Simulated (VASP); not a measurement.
The system is ZnGeP2.

```
Zn Ge P
1.0
    -2.75005    2.75005    5.42115
     2.75005   -2.75005    5.42115
     2.75005    2.75005   -5.42115
Zn Ge P
2 2 4
Direct
  0.00000 0.00000 0.00000
  0.75000 0.25000 0.50000
  0.50000 0.50000 0.00000
  0.25000 0.75000 0.50000
  0.37500 0.37836 0.50336
  0.62164 0.12500 0.99664
  0.87500 0.87164 0.49664
  0.12836 0.62500 0.00336
```

| Property | Result |
| --- | --- |
| Program | VASP 6.6.1 |
| Task | relaxation of cell and atoms |
| Functional | r2SCAN |
| Potentials or basis | VASP PAW PBE potentials, release 64 (Zn, Ge_d, P) |
| Cutoff | 550 eV |
| k mesh | 6 × 6 × 6 |
| Occupations | fermi-dirac, width 0.02 eV |
| Spin | no spin polarisation |

At the start: pressure -2.5 GPa; volume 20.50 Å³/atom.

Problem. Where does the relaxation end?

Solution. Over 6 steps the energy falls by 5.3 meV/atom and the volume is 19.88 Å³/atom (-3.0 %); space group I-42d (No. 122, to 0.05 Å).

Step by step:
```tsv
step	energy change (eV)	largest force (eV/Å)	pressure (GPa)	volume (Å³)
1	0.0000	0.1131	-2.49	164.00
2	-0.0323	0.0288	1.39	156.55
3	-0.0422	0.0198	0.05	158.89
4	-0.0422	0.0218	0.00	158.99
5	-0.0422	0.0108	-0.01	159.01
6	-0.0422	0.0001	-0.01	159.03
```

Final structure:
```yaml
crystal:
  lattice:
    - [-2.72232, 2.72232, 5.36474]
    - [2.72232, -2.72232, 5.36474]
    - [2.72232, 2.72232, -5.36474]
  atoms:
    - { symbol: Zn, position: [0.00000, 0.00000, 0.00000] }
    - { symbol: Zn, position: [0.75000, 0.25000, 0.50000] }
    - { symbol: Ge, position: [0.50000, 0.50000, 0.00000] }
    - { symbol: Ge, position: [0.25000, 0.75000, 0.50000] }
    - { symbol: P, position: [0.37500, 0.37937, 0.50437] }
    - { symbol: P, position: [0.62063, 0.12500, 0.99563] }
    - { symbol: P, position: [0.87500, 0.87063, 0.49563] }
    - { symbol: P, position: [0.12937, 0.62500, 0.00437] }
```

Caveat: the PAW data sets were made with another functional, which shifts forces and pressure a little.
